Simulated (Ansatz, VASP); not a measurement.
## SrCl2 in VASP and in Ansatz

```xyz
3
Lattice="0.0000 3.4506 3.4855 3.5204 0.0000 3.4855 3.5204 3.4506 0.0000" Properties=species:S:1:pos:R:3 pbc="T T T"
Sr    0.0000    0.0000    0.0000
Cl    1.7602    1.7253    1.7428
Cl    5.2805    5.1760    5.2283
```

Change from the starting cell: strain +0.0100 x Voigt [1, -1, 0, 0, 0, 0], atoms carried along.

Alike in both runs: task single point; functional PBE; k mesh 6 × 6 × 6; occupations gaussian, width 0.05 eV; no spin polarisation.

```csv
,VASP,Ansatz
version,VASP 6.6.1,Ansatz 0.2.0
potentials or method,"VASP PAW PBE potentials, release 64 (Sr_sv, Cl), cutoff 520 eV","scalar-relativistic, plane waves, PAW"
valence electrons in the cell,24,24
```

|  | VASP | Ansatz | Ansatz less VASP |
| --- | --- | --- | --- |
| gap on the k mesh at the Fermi level (eV) | 5.28 | 5.28 | +0.005 |
| least direct gap on the mesh (eV) | 5.44 | 5.44 | +0.003 |
| pressure (GPa) | 1.2 | 1.1 | -0.08 |
| traceless stress, the component that is largest in VASP (GPa) | 0.52 | 0.52 | +0.003 |

The functional is the same, so the differences come from potentials, cutoffs and numerics.
